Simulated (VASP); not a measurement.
VO2: single point with r2SCAN+U

Crystal: VO2.

```
CELL_PARAMETERS angstrom
4.51700 0.00000 0.00000
0.00000 4.51700 0.00000
0.00000 0.00000 2.87200
ATOMIC_POSITIONS crystal
O 0.30000 0.30000 0.00000
O 0.20000 0.80000 0.50000
O 0.70000 0.70000 0.00000
O 0.80000 0.20000 0.50000
V 0.00000 0.00000 0.00000
V 0.50000 0.50000 0.50000
```

* Program: VASP 6.6.1
* Task: single point
* Functional: r2SCAN
* Potentials or basis: VASP PAW PBE potentials, release 64 (O, V_sv)
* Cutoff: 660 eV
* k mesh: 4 × 4 × 7
* Occupations: gaussian, width 0.05 eV
* Spin: collinear spin
* Starting moments: [-0.09, -0.09, -0.09, -0.09, 1.01, 1.01] μB
* Hubbard terms: V d U = 3.25 eV
* Dipole correction: no
* Further INCAR settings: ALGO = Normal; EDIFF = 1e-06; NBANDS = 38

* Pressure: 9.3 GPa
* Largest force: 0.317 eV/Å
* Band gap on the k mesh: 1.43 eV (least direct gap 1.64 eV)
* Net moment: 2.00 μB per cell
* Site moments: O -0.05; V +1.07 μB
* Valence electrons inside the program's atomic spheres: O 5.12; V 11.38

Forces in eV/Å, atoms in the order of the input:
```
O   -0.224 -0.224  0.000
O    0.224 -0.224  0.000
O    0.224  0.224  0.000
O   -0.224  0.224  0.000
V    0.000  0.000  0.000
V    0.000  0.000  0.000
```

Stress tensor (GPa, compression positive):
```
 3.50  0.00  0.00
 0.00  3.50  0.00
 0.00  0.00 21.00
```

Levels at points of the mesh, in eV from the valence-band top:
Spin up:
```tsv
k point	band 22	band 23	band 24	band 25	band 26	band 27	band 28	band 29	band 30	band 31
(0.00, 0.00, 0.00)	-1.31	-0.87	-0.64	-0.64	0.00	1.77	1.92	1.92	2.62	4.01
(0.50, 0.00, 0.00)	-2.00	-1.05	-1.05	-0.61	-0.61	2.50	2.50	3.01	3.01	4.74
(0.50, 0.50, 0.00)	-1.62	-1.58	-1.58	-1.55	-1.55	1.94	1.94	3.38	3.38	4.18
```
Spin down:
```tsv
k point	band 21	band 22	band 23	band 24	band 25	band 26	band 27	band 28
(0.00, 0.00, 0.00)	-0.93	-0.76	-0.76	-0.16	2.75	2.85	2.85	3.22
(0.50, 0.00, 0.00)	-1.96	-1.96	-1.00	-1.00	3.43	3.43	3.86	3.86
(0.50, 0.50, 0.00)	-1.66	-1.66	-1.62	-1.62	2.87	2.87	3.09	3.09
```

Eigenvalues of the final occupation matrices:
| site | spin | trace | eigenvalues |
| --- | --- | --- | --- |
| site 5 d | 1 | 1.91 | 0.14 0.15 0.30 0.38 0.94 |
| site 5 d | 2 | 0.86 | 0.06 0.10 0.11 0.29 0.29 |
| site 6 d | 1 | 1.91 | 0.14 0.15 0.30 0.38 0.94 |
| site 6 d | 2 | 0.86 | 0.06 0.10 0.11 0.29 0.29 |

Wall time 10 min on 1 thread of Oxide Virtual Turin-like Processor, with other jobs on the host, peak memory 0.26 GiB.

Caveat: the stress differs along the axes, from 4 to 21 GPa; the PAW data sets were made with another functional, which shifts forces and pressure a little. A k mesh can miss the band edges.
